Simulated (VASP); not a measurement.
Wanted: the native input for a VASP 6.6.1 run.

```
Task                   : relaxation of the atoms
Functional             : PBE
Potentials or basis    : VASP PAW PBE potentials, release 64 (Ni)
Cutoff                 : 520 eV
k mesh                 : 12 × 12 × 1
Occupations            : fermi-dirac, width 0.05 eV
Spin                   : collinear spin, ferromagnetic start
Starting moments       : [1.0] μB
Dipole correction      : no
Further INCAR settings : ALGO = Normal; EDIFF = 1e-06; IBRION = 2; EDIFFG = -0.01; NSW = 80
```

The structure of Ni lies in POSCAR:

```
Ni
1.0
    2.2591100000      0.0000000000      0.0000000000
    0.0000000000      2.2591100000      0.0000000000
    0.0000000000      0.0000000000     23.8000000000
Ni
1
Direct
    0.5000000000      0.5000000000      0.2941200000
```

The input as run:

INCAR

```
SYSTEM = Ni
ALGO     = Normal         ! electronic algorithm
EDIFF    = 1E-6           ! SCF threshold, eV
EDIFFG   = -0.01          ! ionic threshold
ENCUT    = 520            ! plane-wave cutoff, eV
GGA      = PE             ! functional
IBRION   = 2              ! ionic algorithm
ISIF     = 2              ! what is computed and relaxed
ISMEAR   = -1             ! smearing method
ISPIN    = 2              ! spin polarisation
LASPH    = .TRUE.         ! aspherical terms in the spheres
LCHARG   = .FALSE.        ! write CHGCAR
LMAXMIX  = 4              ! l up to which the mixer works
LORBIT   = 11             ! projections on sites
LREAL    = .FALSE.        ! projectors in reciprocal space
LWAVE    = .FALSE.        ! write WAVECAR
MAGMOM   = 1              ! initial moments
NELM     = 150            ! most SCF steps
NSW      = 80             ! ionic steps
PREC     = Accurate       ! precision mode
SIGMA    = 0.05           ! smearing width, eV
```

KPOINTS

```
k-points
0
G
  12 12 1
  0 0 0
```

Potentials or basis: VASP PAW PBE potentials, release 64 (Ni).

Command:

```console
$ cat potpaw_PBE.64/Ni/POTCAR > POTCAR
$ mpirun -np 1 vasp_std > vasp.out
```

It gave:

```json
{
  "Net moment": "0.86 μB per cell",
  "Site moments": "Ni +0.88 μB",
  "Valence electrons inside the program's atomic spheres": "Ni 9.16"
}
```

Run time: 2.3 min on 1 thread of Oxide Virtual Turin-like Processor, on a shared host, peak memory 0.26 GiB.
